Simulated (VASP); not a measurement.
# In (Im-3m) in VASP: single point with PBEsol

Aim: the single point of In with PBEsol.

Program: VASP 6.6.1. These are calculated values, not measurements. Logs are shortened: lines on timing, memory, paths and dates and some standing lists are left out, and cuts for length are marked.

## 1. The cell of the first run

Symmetry: Im-3m, No. 229, cubic system. Conventional cell: a = 3.733 Å, b = 3.733 Å, c = 3.733 Å, α = 90.00°, β = 90.00°, γ = 90.00°. Within 4.3 Å of In (site symmetry m-3m) lie 14 In at 3.23 to 3.73 Å.

## 2. Single point, PBEsol

The input, INCAR:

```
SYSTEM = In
PREC     = Accurate       ! precision mode
ENCUT    = 520            ! plane-wave cutoff, eV
EDIFF    = 1E-6           ! SCF threshold, eV
ISMEAR   = -1             ! smearing method
SIGMA    = 0.13605693000000002 ! smearing width, eV
LREAL    = .False.        ! projectors in reciprocal space
LASPH    = .True.         ! aspherical terms in the spheres
NELM     = 100            ! most SCF steps
ALGO     = Normal         ! electronic algorithm
ISIF     = 2              ! what is computed and relaxed
LWAVE    = .False.        ! write WAVECAR
LCHARG   = .False.        ! write CHGCAR
GGA      = PS             ! functional
NBANDS   = 12             ! bands
```

The input, KPOINTS:

```
Automatic mesh
0
Gamma
  12 12 12
  0 0 0
```

The input, POSCAR:

```
In
1.0
   -1.8666144047      1.8666144047      1.8666144047
    1.8666144047     -1.8666144047      1.8666144047
    1.8666144047      1.8666144047     -1.8666144047
In
1
Direct
    0.0000000000      0.0000000000      0.0000000000
```

Potentials or basis: VASP PAW PBE potentials, release 64 (In_d).

Launch:

```
$ cat potpaw_PBE.64/In_d/POTCAR > POTCAR
$ mpirun -np 1 vasp_std > vasp.out
```

OUTCAR:

```text
SYSTEM = In
   PREC = Accurate
   ENCUT = 520
   EDIFF = 1E-6
   ISMEAR = -1
   LREAL = .False.
   LASPH = .True.
   NELM = 100
   ISIF = 2
   GGA = PS

 ion  position               nearest neighbor table
   1  0.000  0.000  0.000-

  LATTYP: Found a body centered cubic cell.
 ALAT       =     3.7332288094

  Lattice vectors:

 A1 = (  -1.8666144047,   1.8666144047,   1.8666144047)
 A2 = (   1.8666144047,  -1.8666144047,   1.8666144047)
 A3 = (   1.8666144047,   1.8666144047,  -1.8666144047)

Analysis of symmetry for initial positions (statically):
=====================================================================
 Subroutine PRICEL returns:
 Original cell was already a primitive cell.

 Routine SETGRP: Setting up the symmetry group for a
 body centered cubic supercell.

 Subroutine GETGRP returns: Found 48 space group operations
 (whereof 48 operations were pure point group operations)
 out of a pool of 48 trial point group operations.

The static configuration has the point symmetry O_h .

Analysis of symmetry for dynamics (positions and initial velocities):
=====================================================================
 Subroutine PRICEL returns:
 Original cell was already a primitive cell.

 Routine SETGRP: Setting up the symmetry group for a
 body centered cubic supercell.

 Subroutine GETGRP returns: Found 48 space group operations
 (whereof 48 operations were pure point group operations)
 out of a pool of 48 trial point group operations.

The dynamic configuration has the point symmetry O_h .

 Subroutine INISYM returns: Found 48 space group operations
 (whereof 48 operations are pure point group operations),
 and found     1 'primitive' translations

----------------------------------------------------------------------------------------

                                     Primitive cell

  volume of cell :      26.0150

  direct lattice vectors                    reciprocal lattice vectors
    -1.866614405  1.866614405  1.866614405     0.000000000  0.267864642  0.267864642
     1.866614405 -1.866614405  1.866614405     0.267864642  0.000000000  0.267864642
     1.866614405  1.866614405 -1.866614405     0.267864642  0.267864642  0.000000000

  length of vectors
     3.233070987  3.233070987  3.233070987     0.378817810  0.378817810  0.378817810

  position of ions in fractional coordinates (direct lattice)
     0.000000000  0.000000000  0.000000000

  ion indices of the primitive-cell ions
   primitive index   ion index
                 1           1

----------------------------------------------------------------------------------------

 KPOINTS: Automatic mesh

Automatic generation of k-mesh.
 Grid dimensions read from file:
 generate k-points for:   12   12   12

 Generating k-lattice:

  Cartesian coordinates                     Fractional coordinates (reciprocal lattice)
     0.000000000  0.022322054  0.022322054     0.083333333  0.000000000  0.000000000
     0.022322054  0.000000000  0.022322054     0.000000000  0.083333333  0.000000000
     0.022322054  0.022322054  0.000000000     0.000000000  0.000000000  0.083333333

  Length of vectors
     0.031568151  0.031568151  0.031568151

  Shift w.r.t. Gamma in fractional coordinates (k-lattice)
     0.000000000  0.000000000  0.000000000

 Subroutine IBZKPT returns following result:
 ===========================================

 Found     72 irreducible k-points:

 Following reciprocal coordinates:
            Coordinates               Weight
  0.000000  0.000000  0.000000      1.000000
  0.083333  0.000000  0.000000     12.000000
  0.166667  0.000000  0.000000     12.000000
  0.250000  0.000000  0.000000     12.000000
  0.333333  0.000000  0.000000     12.000000
  0.416667  0.000000  0.000000     12.000000
[... 16 lines left out ...]
  0.333333  0.083333  0.083333     24.000000
  0.416667  0.083333  0.083333     12.000000
 [... further k-points ...]
   k-points           NKPTS =     72   k-points in BZ     NKDIM =     72   number of bands    NBANDS=     12
   number of dos      NEDOS =    301   number of ions     NIONS =      1
   total plane-waves  NPLWV =  13824
   dimension x,y,z NGX =    24 NGY =   24 NGZ =   24
   dimension x,y,z NGXF=    48 NGYF=   48 NGZF=   48
   ions per type =               1
   NGX,Y,Z   is equivalent  to a cutoff of  12.34, 12.34, 12.34 a.u.
   NGXF,Y,Z  is equivalent  to a cutoff of  24.68, 24.68, 24.68 a.u.
 SYSTEM =  In
   PREC   = accura    normal or accurate (medium, high low for compatibility)
   ISTART =      0    job   : 0-new  1-cont  2-samecut
   ICHARG =      2    charge: 1-file 2-atom 10-const
   ISPIN  =      1    spin polarized calculation?
   LNONCOLLINEAR =      F non collinear calculations
   LSORBIT =      F    spin-orbit coupling
   LASPH  =      T    aspherical Exc in radial PAW
   ENCUT  =  520.0 eV  38.22 Ry    6.18 a.u.   6.01  6.01  6.01*2*pi/ulx,y,z
   NELM   =    100;   NELMIN=  2; NELMDL= -5     # of ELM steps
   EDIFF  = 0.1E-05   stopping-criterion for ELM
   LREAL  =      F    real-space projection
   EDIFFG = 0.1E-04   stopping-criterion for IOM
   NSW    =      0    number of steps for IOM
   IBRION =     -1    ionic relax: 0-MD 1-quasi-New 2-CG
   NFREE  =      0    steps in history (QN), initial steepest desc. (CG)
   ISIF   =      2    stress and relaxation
   ISYM   =      2    0-nonsym 1-usesym 2-fastsym
   POTIM  = 0.5000    time-step for ionic-motion
   TEBEG  =    0.0;   TEEND  =   0.0 temperature during run
   PSTRESS=    0.0 pullay stress
   NELECT =      13.0000    total number of electrons
   NUPDOWN=      -1.0000    fix difference up-down
   EMIN   =  10.00;   EMAX   =-10.00  energy-range for DOS
   EFERMI =   0.00;   METHOD = LEGACY
   ISMEAR =    -1;   SIGMA  =   0.14  broadening in eV -4-tet -1-fermi 0-gaus
   EFERMI_NEDOS =   21; number of points for ismear=-14 and -15
   IALGO  =     38    algorithm
   IMIX   =      4    mixing-type and parameters
     AMIX     =   0.40;   BMIX     =  1.00
     AMIX_MAG =   1.60;   BMIX_MAG =  1.00
  volume/ion in A,a.u.               =      26.01       175.56
  Fermi-wavevector in a.u.,A,eV,Ry     =   1.299116  2.454974 22.962593  1.687703
  Thomas-Fermi vector in A             =   2.430401
   LORBIT       =      0    0 simple, 1 ext, 2 COOP (PROOUT), +10 PAW based schemes
   GGA     = PS    functional components
   LHFCALC =     F    Hartree Fock is set to
   AEXX    =    0.0000 exact exchange contribution
   IVDW    =     0    specifies the selected vdW correction
   LEPSILON=     F    determine dielectric tensor
   LRPA    =     F    only Hartree local field effects (RPA)
 non-spin polarized calculation
  energy-cutoff  :      520.00
  volume of cell :       26.01
 maximum number of plane-waves:       715
   NGX = 13   NGY = 13   NGZ = 13

 number of electron      12.9999992 magnetization

 Free energy of the ion-electron system (eV)
  ---------------------------------------------------
  ext. energy  EPLUGINS =         0.00000000
  ---------------------------------------------------
  free energy    TOTEN  =        -2.98057180 eV

  energy without entropy =       -2.95031290  energy(sigma->0) =       -2.96544235

 E-fermi :   7.4150     XC(G=0): -10.4335

 val. band max:        7.4147776553   @ k =  -0.4167   0.4167   0.2500
 cond. band min:       7.5222611371   @ k =   0.2500   0.2500   0.2500
 fundamental gap:      0.1074834818
 Fermi energy:         7.4149814151

 k-point     1 :       0.0000    0.0000    0.0000
  band No.  band energies     occupation
      1      -7.1762      2.00000
      2      -7.1762      2.00000
      3      -7.1762      2.00000
      4      -6.8910      2.00000
      5      -6.8910      2.00000
      6      -2.1783      2.00000
      7      18.5740      0.00000
      8      18.5740      0.00000
      9      18.5740      0.00000
     10      20.4449      0.00000
     11      20.4449      0.00000
     12      20.4449      0.00000

 k-point     2 :       0.0833    0.0000    0.0000
  band No.  band energies     occupation
      1      -7.1840      2.00000
      2      -7.1692      2.00000
      3      -7.1466      2.00000
      4      -6.8993      2.00000
      5      -6.8913      2.00000
      6      -2.0166      2.00000
      7      16.9819      0.00000
      8      17.8217      0.00000
      9      18.1730      0.00000
     10      19.6044      0.00000
     11      19.9123      0.00000
     12      20.3180      0.00000

 k-point     3 :       0.1667    0.0000    0.0000
  band No.  band energies     occupation
      1      -7.2053      2.00000
      2      -7.1561      2.00000
      3      -7.0650      2.00000
      4      -6.9183      2.00000
      5      -6.8919      2.00000
      6      -1.5266      2.00000
      7      14.0718      0.00000
      8      16.4709      0.00000
      9      17.1993      0.00000
     10      18.8851      0.00000
     11      19.1038      0.00000
     12      20.6471      0.00000
[... 286 lines left out ...]
 k-point    23 :       0.3333    0.0833    0.0833
  band No.  band energies     occupation
      1      -7.2641      2.00000
      2      -7.1804      2.00000
      3      -6.9091      2.00000
      4      -6.8927      2.00000
      5      -6.7934      2.00000
      6       2.2883      2.00000
      7       6.3274      1.99932
      8      11.5903      0.00000
      9      12.7336      0.00000
     10      20.2640      0.00000
     11      20.2710      0.00000
     12      24.3701      0.00000

 k-point    24 :       0.4167    0.0833    0.0833
  band No.  band energies     occupation
      1      -7.2703      2.00000
      2      -7.1852      2.00000
      3      -6.9025      2.00000
      4      -6.8921      2.00000
      5      -6.7735      2.00000
      6       3.7288      2.00000
      7       4.5907      2.00000
      8      11.3929      0.00000
      9      12.5826      0.00000
     10      20.1585      0.00000
     11      20.1702      0.00000
     12      25.1702      0.00000

 [... further k-points ...]
[... 5 lines left out ...]
  --------------------------------------------------------------------------------------
  -------------------------------------------------------------------------------------
  Total       -0.0404369     -0.0404369     -0.0404369      0.0000000     -0.0000000      0.0000000
  in kB       -2.4903754     -2.4903754     -2.4903754      0.0000000     -0.0000000      0.0000000
  external PRESSURE =      -2.4903754 kB  Pullay stress =       0.0000000 kB

 VOLUME and BASIS-vectors are now :
 -----------------------------------------------------------------------------
  energy-cutoff  :      520.00
  volume of cell :       26.01
      direct lattice vectors                 reciprocal lattice vectors
    -1.866614405  1.866614405  1.866614405     0.000000000  0.267864642  0.267864642
     1.866614405 -1.866614405  1.866614405     0.267864642  0.000000000  0.267864642
     1.866614405  1.866614405 -1.866614405     0.267864642  0.267864642  0.000000000

 POSITION                                       TOTAL-FORCE (eV/Angst)
 -----------------------------------------------------------------------------------
      0.00000      0.00000      0.00000        -0.000000      0.000000      0.000000
 -----------------------------------------------------------------------------------
    total drift:                               -0.000000      0.000000      0.000000

  FREE ENERGIE OF THE ION-ELECTRON SYSTEM (eV)
  ---------------------------------------------------
  free  energy   TOTEN  =        -2.9805717971 eV

  energy  without entropy=       -2.9503129039  energy(sigma->0) =       -2.96544235
```

Run time: 30 s. Hardware: 1 thread of AMD EPYC 7R13, shared host; peak memory 0.12 GiB.

What came out:

```yaml
Free_energy: -2.9806 eV
Pressure: -0.2 GPa
```

Levels at points of the mesh, in eV from the Fermi level:
```tsv
k point	band 3	band 4	band 5	band 6	band 7	band 8	band 9	band 10
(0.00, 0.00, 0.00)	-14.59	-14.31	-14.31	-9.59	11.16	11.16	11.16	13.03
(0.50, 0.00, 0.00)	-14.32	-14.31	-14.13	-3.93	-3.22	5.94	7.35	10.15
(0.50, 0.50, 0.50)	-14.17	-14.17	-14.17	1.05	1.25	1.25	1.25	5.30
```

Caveat: the PAW data sets were made with another functional, which shifts forces and pressure a little; spin-orbit coupling is left out, which moves the levels of the heavy elements.
